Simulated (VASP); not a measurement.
# Cs (P6_3/mmc) in VASP: a series of runs

Cs is run at these levels: PBEsol; tasks: relaxation of cell and atoms.

All numbers are computed with VASP 6.6.1; they aren't measurements. Logs are shortened: lines on timing, memory, paths and dates and some standing lists are left out, and cuts for length are marked.

**1. The cell of the first run**

It takes space group P6_3/mmc (No. 194, hexagonal). Conventional cell: a = 4.595 Å, b = 4.595 Å, c = 7.443 Å, α = 90.00°, β = 90.00°, γ = 120.00°.

This isn't the form of Cs at room conditions, which is bcc.

**2. Relaxation of cell and atoms, PBEsol, target pressure 1.8 GPa, at which the enthalpy is minimised**

File INCAR:

```
SYSTEM = Cs
PREC     = Accurate       ! precision mode
ENCUT    = 600            ! plane-wave cutoff, eV
EDIFF    = 1E-6           ! SCF threshold, eV
ISMEAR   = -1             ! smearing method
SIGMA    = 0.08           ! smearing width, eV
LREAL    = .False.        ! projectors in reciprocal space
LASPH    = .True.         ! aspherical terms in the spheres
NELM     = 100            ! most SCF steps
ALGO     = Normal         ! electronic algorithm
ISIF     = 3              ! what is computed and relaxed
LWAVE    = .False.        ! write WAVECAR
LCHARG   = .False.        ! write CHGCAR
GGA      = PS             ! functional
IBRION   = 2              ! ionic algorithm
NSW      = 60             ! ionic steps
EDIFFG   = -0.005         ! ionic threshold
PSTRESS  = 18.0
```

File KPOINTS:

```
Automatic mesh
0
Gamma
  10 10 5
  0 0 0
```

File POSCAR:

```
Cs
1.0
    4.5945287405      0.0000000000      0.0000000000
   -2.2972643703      3.9789786077      0.0000000000
    0.0000000000      0.0000000000      7.4431365597
Cs
2
Direct
    0.3333333333      0.6666666667      0.2500000000
    0.6666666667      0.3333333333      0.7500000000
```

Potentials or basis: VASP PAW PBE potentials, release 64 (Cs_sv).

Run with:

```console
$ cat potpaw_PBE.64/Cs_sv/POTCAR > POTCAR
$ mpirun -np 1 vasp_std > vasp.out
```

OUTCAR:

```text
SYSTEM = Cs
   PREC = Accurate
   ENCUT = 600
   EDIFF = 1E-6
   ISMEAR = -1
   LREAL = .False.
   LASPH = .True.
   NELM = 100
   ISIF = 3
   GGA = PS
   IBRION = 2
   NSW = 60
   EDIFFG = -0.005
   PSTRESS = 18.0

 ion  position               nearest neighbor table
   1  0.333  0.667  0.250-
   2  0.667  0.333  0.750-

  LATTYP: Found a hexagonal cell.
 ALAT       =     4.5945287405
 C/A-ratio  =     1.6200000000

  Lattice vectors:

 A1 = (   4.5945287405,   0.0000000000,   0.0000000000)
 A2 = (  -2.2972643703,   3.9789786077,   0.0000000000)
 A3 = (   0.0000000000,   0.0000000000,   7.4431365597)

Analysis of symmetry for initial positions (statically):
=====================================================================
 Subroutine PRICEL returns:
 Original cell was already a primitive cell.

 Routine SETGRP: Setting up the symmetry group for a
 hexagonal supercell.

 Subroutine GETGRP returns: Found 24 space group operations
 (whereof 12 operations were pure point group operations)
 out of a pool of 24 trial point group operations.

The static configuration has the point symmetry D_3d.
 The point group associated with its full space group is D_6h.

Analysis of symmetry for dynamics (positions and initial velocities):
=====================================================================
 Subroutine PRICEL returns:
 Original cell was already a primitive cell.

 Routine SETGRP: Setting up the symmetry group for a
 hexagonal supercell.

 Subroutine GETGRP returns: Found 24 space group operations
 (whereof 12 operations were pure point group operations)
 out of a pool of 24 trial point group operations.

The dynamic configuration has the point symmetry D_3d.
 The point group associated with its full space group is D_6h.

 Subroutine INISYM returns: Found 24 space group operations
 (whereof 12 operations are pure point group operations),
 and found     1 'primitive' translations

----------------------------------------------------------------------------------------

                                     Primitive cell

  volume of cell :     136.0719

  direct lattice vectors                    reciprocal lattice vectors
     4.594528741  0.000000000  0.000000000     0.217650178  0.125660389  0.000000000
    -2.297264370  3.978978608  0.000000000     0.000000000  0.251320778  0.000000000
     0.000000000  0.000000000  7.443136560     0.000000000  0.000000000  0.134351962

  length of vectors
     4.594528741  4.594528741  7.443136560     0.251320778  0.251320778  0.134351962
[... 100 lines left out ...]
     AMIX     =   0.40;   BMIX     =  1.00
     AMIX_MAG =   1.60;   BMIX_MAG =  1.00
  volume/ion in A,a.u.               =      68.04       459.13
  Fermi-wavevector in a.u.,A,eV,Ry     =   0.834147  1.576310  9.466960  0.695802
  Thomas-Fermi vector in A             =   1.947490
   LORBIT       =      0    0 simple, 1 ext, 2 COOP (PROOUT), +10 PAW based schemes
   GGA     = PS    functional components
   LHFCALC =     F    Hartree Fock is set to
   AEXX    =    0.0000 exact exchange contribution
   IVDW    =     0    specifies the selected vdW correction
   LEPSILON=     F    determine dielectric tensor
   LRPA    =     F    only Hartree local field effects (RPA)
 conjugate gradient relaxation of ions
 non-spin polarized calculation
  energy-cutoff  :      600.00
  volume of cell :      136.07
 maximum number of plane-waves:      4571
 NGX is ok and might be reduce to    40
   NGX = 19   NGY = 19   NGZ = 29

--------------------------------------- Ionic step        1  -------------------------------------------

 number of electron      17.9999998 magnetization

 Free energy of the ion-electron system (eV)
  ---------------------------------------------------
  ext. energy  EPLUGINS =         0.00000000
  ---------------------------------------------------
  free energy    TOTEN  =        -1.55502279 eV

  energy without entropy =       -1.49442722  energy(sigma->0) =       -1.52472501

------------------------ aborting loop because EDIFF is reached ----------------------------------------

  FORCE on cell =-STRESS in cart. coord.  units (eV):
  Direction    XX          YY          ZZ          XY          YZ          ZX
  --------------------------------------------------------------------------------------
  -------------------------------------------------------------------------------------
  Total        1.5344762      1.5344762      1.6320526     -0.0000000      0.0000000      0.0000000
  in kB       18.0676708     18.0676708     19.2165837     -0.0000000      0.0000000      0.0000000
  external PRESSURE =       0.4506418 kB  Pullay stress =      18.0000000 kB
[... 177 lines left out ...]
--------------------------------------- Ionic step        6  -------------------------------------------

 number of electron      17.9999998 magnetization

 Free energy of the ion-electron system (eV)
  ---------------------------------------------------
  ext. energy  EPLUGINS =         0.00000000
  ---------------------------------------------------
  free energy    TOTEN  =        -1.56977172 eV

  energy without entropy =       -1.50956190  energy(sigma->0) =       -1.53966681

 E-fermi :   1.9837     XC(G=0):  -7.0239

 val. band max:        1.9646724123   @ k =   0.5000   0.0000   0.0000
 cond. band min:       1.9953990389   @ k =   0.4000   0.1000   0.0000
 fundamental gap:      0.0307266266
 Fermi energy:         1.9836913568

 k-point     1 :       0.0000    0.0000    0.0000
  band No.  band energies     occupation
      1     -21.7021      2.00000
      2     -21.6408      2.00000
      3      -8.8867      2.00000
      4      -8.2831      2.00000
      5      -8.2831      2.00000
      6      -8.1987      2.00000
      7      -8.1987      2.00000
      8      -8.1987      2.00000
      9      -0.1560      2.00000
     10       1.6932      1.94840
     11       3.6662      0.00000
     12       4.6045      0.00000
     13       4.6045      0.00000
[... 354 lines left out ...]
  band No.  band energies     occupation
      1     -21.6379      2.00000
      2     -21.6216      2.00000
      3      -8.8300      2.00000
      4      -8.7367      2.00000
      5      -8.5267      2.00000
      6      -8.4413      2.00000
      7      -8.3593      2.00000
      8      -8.3142      2.00000
      9       1.8560      1.66293
     10       2.2906      0.04226
     11       2.7718      0.00011
     12       3.1635      0.00000
     13       4.1337      0.00000

 [... further k-points ...]

------------------------ aborting loop because EDIFF is reached ----------------------------------------

  FORCE on cell =-STRESS in cart. coord.  units (eV):
  Direction    XX          YY          ZZ          XY          YZ          ZX
  --------------------------------------------------------------------------------------
  -------------------------------------------------------------------------------------
  Total        1.5343593      1.5343593      1.5445269     -0.0000000      0.0000000      0.0000000
  in kB       17.9001152     17.9001152     18.0187322     -0.0000000      0.0000000      0.0000000
  external PRESSURE =      -0.0603458 kB  Pullay stress =      18.0000000 kB
[... 21 lines left out ...]
  energy  without entropy=       -1.5095619038  energy(sigma->0) =       -1.53966681

  enthalpy is  TOTEN    =        -0.0268505490 eV   P V=        1.5429211725

 reached required accuracy - stopping structural energy minimisation
```

OSZICAR:

```text
N       E                     dE             d eps       ncg     rms          rms(c)
DAV:   1     0.138298222509E+03    0.13830E+03   -0.74512E+03  1092   0.122E+03
DAV:   2     0.131882375524E+02   -0.12511E+03   -0.12128E+03  1725   0.191E+02
DAV:   3    -0.132606607632E+01   -0.14514E+02   -0.14235E+02  1382   0.707E+01
DAV:   4    -0.157204702750E+01   -0.24598E+00   -0.24578E+00  1337   0.108E+01
[... 37 lines left out ...]
DAV:   1    -0.157023086351E+01    0.17519E-02   -0.19992E-02  1092   0.873E-01    0.896E-02
DAV:   2    -0.156990400233E+01    0.32686E-03   -0.40161E-04  1167   0.131E-01    0.481E-02
DAV:   3    -0.156977119781E+01    0.13280E-03   -0.52842E-04  1272   0.135E-01    0.114E-02
DAV:   4    -0.156977167148E+01   -0.47367E-06   -0.13456E-05  1267   0.221E-02    0.934E-03
DAV:   5    -0.156977172148E+01   -0.50001E-07   -0.33708E-06  1269   0.108E-02
   6 F= -.26850549E-01 E0= 0.32543599E-02  d E =-.587870E-04
```

CONTCAR:

```text
Cs
   1.00000000000000
     4.5915269353459811   -0.0000000000133013    0.0000000000000000
    -2.2957634677344769    3.9763789681903279   -0.0000000000000000
     0.0000000000000000   -0.0000000000000000    7.5220620475395714
  Cs
     2
Direct
     0.3333333332999970    0.6666666667000030    0.2500000000000000
     0.6666666667000030    0.3333333332999970    0.7500000000000000

  0.00000000E+00  0.00000000E+00  0.00000000E+00
  0.00000000E+00  0.00000000E+00  0.00000000E+00
```

Run time: 8.5 min. Hardware: 1 thread of Intel Xeon 8259CL, shared host; peak memory 0.35 GiB.

Results:

* Free energy: -1.5698 eV
* Relaxed volume: 68.67 Å³/atom
* Relaxed cell: a = 4.592 Å, b = 4.592 Å, c = 7.522 Å, α = 90.00°, β = 90.00°, γ = 120.00°
* Space group after relaxing (to 0.1 Å): P6_3/mmc (No. 194)
* Energy change on relaxing (the run minimises the enthalpy): -7.4 meV/atom
* Ionic steps: 6
* Pressure after relaxing: 1.8 GPa
* Band gap on the k mesh: zero (bands 9 and 10 overlap by 1.39 eV)

Step by step:
| step | energy change (eV) | largest force (eV/Å) | pressure (GPa) | volume (Å³) |
| --- | --- | --- | --- | --- |
| 1 | 0.0000 | 0.0000 | 1.85 | 136.07 |
| 2 | -0.0045 | 0.0000 | 1.83 | 136.45 |
| 3 | -0.0175 | 0.0000 | 1.77 | 137.58 |
| 4 | -0.0166 | 0.0000 | 1.78 | 137.51 |
| 5 | -0.0170 | 0.0000 | 1.78 | 137.54 |
| 6 | -0.0147 | 0.0000 | 1.79 | 137.34 |

Final structure:
```
Cs
1.0
     4.59153    0.00000    0.00000
    -2.29576    3.97638    0.00000
     0.00000    0.00000    7.52206
Cs
2
Direct
  0.33333 0.66667 0.25000
  0.66667 0.33333 0.75000
```

Caveat: the cell is relaxed towards a set pressure, so the run minimises the enthalpy, not the energy; the PAW data sets were made with another functional, which shifts forces and pressure a little; spin-orbit coupling is left out, which moves the levels of the heavy elements.

**3. Relaxation of cell and atoms, PBEsol, target pressure 1.8 GPa, at which the enthalpy is minimised**

This run uses another cell than the first one, of 68.67 Å³/atom.

File INCAR:

```
SYSTEM = Cs
PREC = Accurate
ENCUT = 600
EDIFF = 1E-7
ISMEAR = -1
SIGMA = 0.08
LREAL = .FALSE.
LASPH = .TRUE.
NELM = 60
ALGO = Normal
ISIF = 3
LWAVE = .FALSE.
LCHARG = .FALSE.
GGA = PS
IBRION = 2
NSW = 32
EDIFFG = -0.005
PSTRESS = 18.0
```

File KPOINTS:

```
regular mesh
0
G
  10 10 5
  0 0 0
```

File POSCAR:

```
Cs
1.0
    4.5902429091      0.0000000000      0.0000000000
   -2.2951214546      3.9752669688      0.0000000000
    0.0000000000      0.0000000000      7.5268544112
Cs
2
Direct
    0.3333333333      0.6666666667      0.2500000000
    0.6666666667      0.3333333333      0.7500000000
```

Potentials or basis: VASP PAW PBE potentials, release 64 (Cs_sv).

Run with:

```console
$ cat potpaw_PBE.64/Cs_sv/POTCAR > POTCAR
$ mpirun -np 1 vasp_std > vasp.out
```

Wall time 4 min (1 thread of Intel Xeon 8259CL, shared host); peak memory 0.34 GiB.

The run converged. Its results:

| Item | Value |
| --- | --- |
| Free energy | -1.5658 eV |
| Relaxed volume | 68.49 Å³/atom |
| Relaxed cell | a = 4.585 Å, b = 4.585 Å, c = 7.525 Å, α = 90.00°, β = 90.00°, γ = 120.00° |
| Space group after relaxing (to 0.1 Å) | P6_3/mmc (No. 194) |
| Energy change on relaxing (the run minimises the enthalpy) | +2.1 meV/atom |
| Ionic steps | 3 |
| Pressure after relaxing | 1.8 GPa |
| Band gap on the k mesh | zero (bands 9 and 10 overlap by 1.39 eV) |

Step by step:
```
step  energy change (eV)  largest force (eV/Å)  pressure (GPa)  volume (Å³)
   1              0.0000                0.0000            1.79       137.35
   2              0.0014                0.0000            1.79       137.22
   3              0.0042                0.0000            1.80       136.97
```

Final structure:
```yaml
crystal:
  lattice:
    - [4.58469, 0.00000, 0.00000]
    - [-2.29234, 3.97046, 0.00000]
    - [0.00000, 0.00000, 7.52466]
  atoms:
    - { symbol: Cs, position: [0.33333, 0.66667, 0.25000] }
    - { symbol: Cs, position: [0.66667, 0.33333, 0.75000] }
```

Levels at points of the mesh, in eV from the Fermi level:
```tsv
k point	band 6	band 7	band 8	band 9	band 10	band 11	band 12	band 13
(0.00, 0.00, 0.00)	-10.18	-10.18	-10.18	-2.14	-0.29	1.68	2.62	2.63
(0.50, 0.00, 0.00)	-10.42	-10.34	-10.27	-0.02	0.18	0.39	1.34	2.14
```

Caveat: the cell is relaxed towards a set pressure, so the run minimises the enthalpy, not the energy; the PAW data sets were made with another functional, which shifts forces and pressure a little; spin-orbit coupling is left out, which moves the levels of the heavy elements.
